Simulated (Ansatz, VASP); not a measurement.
AlN: VASP beside Ansatz

Contents of POSCAR:

```
AlN
1.0
    0.0000000000      1.9776555082      1.9776555082
    1.9776555082      0.0000000000      1.9776555082
    1.9776555082      1.9776555082      0.0000000000
Al N
1 1
Direct
    0.0000000000      0.0000000000      0.0000000000
    0.5000000000      0.5000000000      0.5000000000
```

File INCAR.step1:

```
SYSTEM = AlN
PREC = Accurate ; ENCUT = 520
ISMEAR = 0 ; SIGMA = 0.01
LREAL = .False. ; LASPH = .True.
NELM = 60 ; NBANDS = 11
GGA = PE ; ALGO = Normal
EDIFF = 1E-4 ; LWAVE = .True.
LCHARG = .False.
```

The input INCAR.step2:

```
SYSTEM = AlN
PREC = Accurate ; ENCUT = 520
EDIFF = 1E-6 ; ISMEAR = 0
SIGMA = 0.01 ; LREAL = .False.
LASPH = .True. ; NELM = 60
ALGO = Normal ; ISIF = 2
LWAVE = .False. ; LCHARG = .True.
METAGGA = R2SCAN ; LMIXTAU = .True.
LELF = .True. ; LVHAR = .True.
NBANDS = 11 ; ISTART = 1
```

Contents of KPOINTS:

```
regular mesh
0
Gamma
  10 10 10
  0 0 0
```

Input for Ansatz:

```yaml
crystal:
  lattice:
    - [0.0, 1.9776555082, 1.9776555082]
    - [1.9776555082, 0.0, 1.9776555082]
    - [1.9776555082, 1.9776555082, 0.0]
  atoms:
    - { symbol: Al, position: [0.0, 0.0, 0.0] }
    - { symbol: "N", position: [0.5, 0.5, 0.5] }
kpoints:
  mp_grid: { grid: [10, 10, 10] }
hamiltonian:
  xc: r2scan
scf:
  occupations: { method: fixed }
  n_extra_bands: 4
output:
  forces: true
  stress: true
  eigenvalues: true
```

Alike in both runs: task single point; functional r2SCAN; k mesh 10 × 10 × 10; no spin polarisation.

```csv
,VASP,Ansatz
version,VASP 6.6.1,Ansatz 0.2.0
potentials or method,"VASP PAW PBE potentials, release 64 (Al, N)","plane waves, PAW"
plane-wave cutoff (eV),520,500
occupations,"gaussian, width 0.01 eV",fixed
valence electrons in the cell,8,8
```

|  | VASP | Ansatz | Ansatz less VASP |
| --- | --- | --- | --- |
| gap on the k mesh at the Fermi level (eV) | 5.86 | 5.90 | +0.036 |
| pressure (GPa) | 18.4 | 19.3 | +0.86 |

VASP's potentials were made for PBE, not for r2SCAN.
